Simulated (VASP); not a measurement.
Wanted: the native input for a VASP 6.6.1 run.

| Item | Value |
| --- | --- |
| Task | single point |
| Functional | PBE |
| Potentials or basis | VASP PAW PBE potentials, release 64 (Zn, H) |
| Cutoff | 520 eV |
| k mesh | 14 × 14 × 4 |
| Occupations | gaussian, width 0.1 eV |
| Spin | no spin polarisation |
| Dipole correction | no |
| Further INCAR settings | ALGO = Normal; EDIFF = 1e-07; NBANDS = 27 |

The structure of Zn3H2 lies in POSCAR:

```
Zn3H2
1.0
    2.3009530991     -1.3326516864     -0.1794812097
    2.3009530991      1.3326516864     -0.1794812097
   -2.2248355685      0.0000000000     11.0092617499
Zn H
3 2
Direct
    1.0000000000      1.0000000000      1.0000000000
    0.4134571983      0.4134571983      0.6203967900
    0.5865428017      0.5865428017      0.3796032100
    0.3975360445      0.3975360445      0.0964404705
    0.6024639555      0.6024639555      0.9035595295
```

The input as run:

INCAR

```
SYSTEM = Zn3H2
PREC = Accurate
ENCUT = 520
EDIFF = 1E-7
ISMEAR = 0
SIGMA = 0.1
LREAL = .FALSE.
LASPH = .TRUE.
NELM = 60
ALGO = Normal
ISIF = 2
LWAVE = .FALSE.
LCHARG = .TRUE.
GGA = PE
LELF = .TRUE.
LVHAR = .TRUE.
NBANDS = 27
```

KPOINTS

```
regular mesh
0
G
  14 14 4
  0 0 0
```

Potentials or basis: VASP PAW PBE potentials, release 64 (Zn, H).

Run with:

```console
$ cat potpaw_PBE.64/Zn/POTCAR potpaw_PBE.64/H/POTCAR > POTCAR
$ mpirun -np 1 vasp_std > vasp.out
```

It gave:

| Property | Result |
| --- | --- |
| Pressure | 0.1 GPa |
| Largest force | 0.010 eV/Å |
| Band gap on the k mesh | zero (bands 19 and 20 overlap by 2.70 eV) |

Wall time 3.5 min on 1 thread of AMD EPYC 9R45 96-Core Processor (Zen 5) (shared host), peak memory 0.38 GiB.
